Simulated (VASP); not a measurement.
A run of VASP 6.6.1:

Contents of POSCAR:

```
SnO2
1.0
    4.7380000000      0.0000000000      0.0000000000
    0.0000000000      4.7380000000      0.0000000000
    0.0000000000      0.0000000000      3.1865000000
Sn O
2 4
Direct
    0.5000000000      0.5000000000      0.5000000000
    0.0000000000      0.0000000000      0.0000000000
    0.8071000000      0.1929000000      0.5000000000
    0.6929000000      0.6929000000      0.0000000000
    0.1929000000      0.8071000000      0.5000000000
    0.3071000000      0.3071000000      0.0000000000
```

The input INCAR.step1:

```
  ALGO = Normal
  EDIFF = 1E-5
  ENCUT = 520
  GGA = PE
  ISIF = 2
  ISMEAR = -1
  LASPH = True
  LREAL = False
  LUSENCCL = False
  LWAVE = True
  NBANDS = 35
  NELM = 60
  PREC = Accurate
  SIGMA = 0.05
```

Contents of INCAR.step2:

```
  AEXX = 0.25
  ALGO = Normal
  EDIFF = 1E-7
  ENCUT = 520
  GGA = PS
  ISIF = 2
  ISMEAR = -1
  ISTART = 1
  LASPH = True
  LCHARG = True
  LELF = True
  LHFCALC = True
  LREAL = False
  LUSENCCL = False
  LVHAR = True
  LWAVE = False
  NBANDS = 35
  NELM = 60
  PREC = Accurate
  PRECFOCK = Fast
  SIGMA = 0.05
```

The input KPOINTS:

```
k-points
0
Gamma
  3 3 5
```

Potentials or basis: VASP PAW PBE potentials, release 64 (Sn_d, O).

Command:

```bash
$ cat potpaw_PBE.64/Sn_d/POTCAR potpaw_PBE.64/O/POTCAR > POTCAR
$ cp INCAR.step1 INCAR
$ mpirun -np 1 vasp_std > vasp.out
$ cp INCAR.step2 INCAR
$ mpirun -np 1 vasp_std > vasp.out
```

Hardware: 1 × NVIDIA H100 80GB with 1 thread of AMD EPYC 7R13 Processor (Zen 3), with other jobs on the host.

**Question.** Estimate the wall time of this run.

**Answer.** Run time: 34 min on 1 × NVIDIA H100 80GB with 1 thread of AMD EPYC 7R13 Processor (Zen 3) (shared host), peak memory 1.2 GiB. Counts: k points 9.
